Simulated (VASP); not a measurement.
The system is HfH6.

```
Hf H
1.0
     3.80095    0.00000    0.00000
     0.00000    3.80095    0.00000
     0.00000    0.00000    3.87545
Hf H
1 6
Direct
  0.00000 0.00000 0.00000
  0.07582 0.72241 0.50000
  0.92418 0.27759 0.50000
  0.27759 0.07582 0.50000
  0.72241 0.92418 0.50000
  0.00000 0.50000 0.50000
  0.50000 0.00000 0.50000
```

The cell was built from a structure type or drawn by symmetry, and may not be a known phase.

```yaml
Program: VASP 6.6.1
Task: relaxation of cell and atoms
Functional: PBE
Potentials_or_basis: VASP PAW PBE potentials, release 64 (Hf_pv, H)
Cutoff: 600 eV
k_mesh: 4 × 4 × 4
Occupations: gaussian, width 0.1 eV
Spin: no spin polarisation
```

At the start: pressure 1.4 GPa; volume 8.00 Å³/atom.

Problem. Where does the relaxation end?

Solution. Over 30 steps the energy falls by 327.0 meV/atom and the volume is 8.05 Å³/atom (+0.6 %); space group P4/m (No. 83, to 0.1 Å) before and after.

The path:
| step | energy change (eV) | largest force (eV/Å) | pressure (GPa) | volume (Å³) |
| --- | --- | --- | --- | --- |
| 1 | 0.0000 | 1.1738 | 1.36 | 55.99 |
| 2 | -0.6065 | 0.4639 | -0.80 | 56.43 |
| 3 | -0.8861 | 1.2511 | -0.76 | 56.66 |
| 4 | -1.4691 | 1.1563 | 1.84 | 56.43 |
| 5 | -1.8078 | 1.1437 | 9.41 | 55.27 |
| 6 | -2.2232 | 0.1944 | 0.93 | 60.70 |
| 7 | -2.2378 | 0.1157 | -0.74 | 62.20 |
| 8 | -2.2381 | 0.1054 | -0.58 | 62.01 |
| 9 | -2.2465 | 0.0662 | -0.66 | 62.09 |
| 10 | -2.2504 | 0.0289 | -1.00 | 62.24 |
| 11 | -2.2518 | 0.0076 | -0.85 | 62.19 |
| 12 | -2.2541 | 0.0421 | 0.00 | 61.37 |
| 13 | -2.2541 | 0.0420 | 0.01 | 61.37 |
| 14 | -2.2548 | 0.0434 | 0.01 | 61.23 |
| 15 | -2.2570 | 0.0585 | 0.04 | 60.82 |
| 16 | -2.2616 | 0.1082 | 0.06 | 60.01 |
| 17 | -2.2694 | 0.2030 | 0.10 | 58.41 |
| 18 | -2.2584 | 0.3384 | 0.13 | 55.27 |
| 19 | -2.2710 | 0.2357 | 0.16 | 57.73 |
| 20 | -2.2713 | 0.2565 | 0.16 | 57.27 |
| 21 | -2.2714 | 0.2564 | 0.14 | 57.25 |
| 22 | -2.2718 | 0.2564 | 0.10 | 57.17 |
| 23 | -2.2725 | 0.2545 | 0.11 | 57.02 |
| 24 | -2.2735 | 0.2525 | 0.06 | 56.72 |
| 25 | -2.2740 | 0.2506 | -0.02 | 56.13 |
| 26 | -2.2741 | 0.2512 | 0.01 | 56.33 |
| 27 | -2.2753 | 0.2407 | -0.01 | 56.33 |
| 28 | -2.2785 | 0.2108 | -0.01 | 56.33 |
| 29 | -2.2836 | 0.1513 | 0.00 | 56.34 |
| 30 | -2.2888 | 0.0348 | 0.00 | 56.35 |

Final structure:
```
CELL_PARAMETERS angstrom
4.49196 0.00000 0.00000
0.00000 4.49196 0.00000
0.00000 0.00000 2.79269
ATOMIC_POSITIONS crystal
Hf 0.00000 0.00000 0.00000
H 0.15205 0.68959 0.50000
H 0.84795 0.31041 0.50000
H 0.31041 0.15205 0.50000
H 0.68959 0.84795 0.50000
H 0.00000 0.50000 0.50000
H 0.50000 0.00000 0.50000
```

Caveat: the k points lie up to 0.56 Å⁻¹ apart in the final cell, too coarse for converged energies and pressures of a metal; a cell axis changed by over 15 % at a fixed basis, so the end point is rough.
